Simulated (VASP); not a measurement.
Here is a VASP 6.6.1 calculation.

File INCAR:

```
ALGO = Normal
EDIFF = 1E-6
ENCUT = 700
GGA = PE
GGA_COMPAT = False
ISIF = 2
ISMEAR = 0
ISYM = -1
LASPH = True
LCHARG = False
LREAL = False
LWAVE = False
NBANDS = 16
NELM = 120
PREC = Accurate
SIGMA = 0.01
```

KPOINTS

```
explicit points
9
Reciprocal
  0.08333333   0.08333333   0.25000000 1
  0.08333333   0.41666667   0.25000000 1
  0.08333333   0.75000000   0.25000000 1
  0.41666667   0.08333333   0.25000000 1
  0.41666667   0.41666667   0.25000000 1
  0.41666667   0.75000000   0.25000000 1
  0.75000000   0.08333333   0.25000000 1
  0.75000000   0.41666667   0.25000000 1
  0.75000000   0.75000000   0.25000000 1
```

Contents of POSCAR:

```
BN
1.0
    2.4883437600      0.0000000000      0.0000000000
   -1.2441718800      2.1549689100      0.0000000000
    0.0000000000      0.0000000000      6.4954828800
B N
2 2
Direct
    0.3335905393      0.6664094607      0.2500000000
    0.6664094607      0.3335905393      0.7500000000
    0.3342207760      0.6657792240      0.7500000000
    0.6657792240      0.3342207760      0.2500000000
```

Potentials or basis: VASP PAW PBE potentials, release 64 (B, N).

Command:

```console
$ cat potpaw_PBE.64/B/POTCAR potpaw_PBE.64/N/POTCAR > POTCAR
$ mpirun -np 1 vasp_std > vasp.out
```

Q: What does it give for the band gap on the k mesh?

A: 4.80 eV.

Q: What does it give for the pressure?

A: 8.6 GPa.

Stress tensor (GPa, compression positive):
```
11.11  0.14 -0.03
 0.14 11.28 -0.05
-0.03 -0.05  3.53
```

Caveat: the stress differs along the axes, from 4 to 11 GPa; a shifted mesh leaves out Γ, where band edges can lie; this functional lacks dispersion, which binds layers or chains, so the pressure and a relaxed spacing across them are unreliable. A k mesh can miss the band edges.
